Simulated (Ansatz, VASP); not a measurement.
**Two plane-wave programs on GaP**

```xyz
2
Lattice="0.0000 2.7258 2.7258 2.7258 0.0000 2.7258 2.7258 2.7258 0.0000" Properties=species:S:1:pos:R:3 pbc="T T T"
Ga    0.0000    0.0000    0.0000
P     4.0887    4.0887    4.0887
```

Alike in both runs: task single point; functional r2SCAN; dispersion rVV10; k mesh 6 × 6 × 6; occupations gaussian, width 0.1 eV; no spin polarisation.

|  | VASP | Ansatz |
| --- | --- | --- |
| version | VASP 6.6.1 | Ansatz 0.2.0 |
| potentials or method | VASP PAW PBE potentials, release 64 (Ga_d, P), cutoff 550 eV | scalar-relativistic, plane waves, PAW |
| valence electrons in the cell | 18 | 18 |

|  | VASP | Ansatz | Ansatz less VASP |
| --- | --- | --- | --- |
| gap on the k mesh at the Fermi level (eV) | 1.85 | 1.85 | -0.003 |
| least direct gap on the mesh (eV) | 2.32 | 2.34 | +0.019 |
| pressure (GPa) | -0.8 | -0.7 | +0.08 |

VASP's potentials were made for PBE, not for r2SCAN.
